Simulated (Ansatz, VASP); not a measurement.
**SiC in VASP and in Ansatz**

```xyz
4
Lattice="3.0156 0.0000 0.0000 -1.5078 2.6116 0.0000 0.0000 0.0000 4.9458" Properties=species:S:1:pos:R:3 pbc="T T T"
Si    0.0000    1.7411    0.0228
Si    1.5078    0.8705    2.4957
C     0.0000    1.7411    1.8814
C     1.5078    0.8705    4.3542
```

Alike in both runs: task single point; functional PBEsol; k mesh 8 × 8 × 6; no spin polarisation.

|  | VASP | Ansatz |
| --- | --- | --- |
| version | VASP 6.6.1 | Ansatz 0.2.0 |
| potentials or method | VASP PAW PBE potentials, release 64 (Si, C), cutoff 520 eV | all-electron LAPW, scalar-relativistic |
| occupations | gaussian, width 0.01 eV | fixed |

Ansatz gave:

* gap on the k mesh at the Fermi level (eV): 2.29
* pressure (GPa): 14.9

Problem. Which values does VASP return?

Solution. gap on the k mesh at the Fermi level (eV): 2.28; pressure (GPa): 15.4.

VASP's potentials were made for PBE, not for PBEsol. Ansatz ran all-electron here, and VASP with PAW potentials.
